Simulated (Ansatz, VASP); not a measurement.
One calculation of Au, two programs

Contents of INCAR:

```
SYSTEM = Au
  PREC = Accurate
  ENCUT = 520
  EDIFF = 1E-6
  ISMEAR = 0
  SIGMA = 0.15
  LREAL = .False.
  LASPH = .True.
  NELM = 100
  ALGO = Fast
  ISIF = 2
  LWAVE = .False.
  LCHARG = .False.
  GGA = PE
  NBANDS = 18
```

Contents of KPOINTS:

```
Automatic mesh
0
Gamma
  18 18 10
  0 0 0
```

File POSCAR:

```
Au
1.0
    2.8999984104      0.0000000000      0.0000000000
   -1.4499992052      2.5114722944      0.0000000000
    0.0000000000      0.0000000000      4.8800000000
Au
2
Direct
    0.3333333333      0.6666666667      0.7090163934
    0.6666666667      0.3333333333      0.2500000000
```

Input for Ansatz:

```yaml
crystal:
  lattice:
    - [2.8999984104, 0.0, 0.0]
    - [-1.4499992052, 2.5114722944, 0.0]
    - [0.0, 0.0, 4.88]
  atoms:
    - { symbol: Au, position: [0.3333333333, 0.6666666667, 0.7090163934] }
    - { symbol: Au, position: [0.6666666667, 0.3333333333, 0.25] }
basis:
  ecutwfc: 420
kpoints:
  mp_grid: { grid: [18, 18, 10] }
hamiltonian:
  xc: pbe
scf:
  occupations: { method: gaussian, width: 0.15 }
  n_extra_bands: 16
output:
  forces: true
  eigenvalues: true
  stress: true
```

Alike in both runs: task single point; functional PBE; k mesh 18 × 18 × 10; occupations gaussian, width 0.15 eV; no spin polarisation.

|  | VASP | Ansatz |
| --- | --- | --- |
| version | VASP 6.6.1 | Ansatz 0.2.0 |
| potentials or method | VASP PAW PBE potentials, release 64 (Au), cutoff 520 eV | scalar-relativistic, plane waves, PAW |
| valence electrons in the cell | 22 | 38 |

Ansatz gave:

* gap on the k mesh at the Fermi level (eV): none
* pressure (GPa): 5.3
* traceless stress, the component that is largest in VASP (GPa): 1.25
* rms of the force components (eV/Å): 0.826

Task: Which values does VASP return?

Result: gap on the k mesh at the Fermi level (eV): none; pressure (GPa): 5.0; traceless stress, the component that is largest in VASP (GPa): 1.24; rms of the force components (eV/Å): 0.822.

Atom by atom the forces differ by 0.005 eV/Å (rms over components). A gap of «none» marks a metal or a gap that the smearing closes. VASP's potentials hold 22 valence electrons a cell and Ansatz's 38, so a difference there can come from the potentials and not from the codes.

Neither program's run includes spin-orbit coupling.
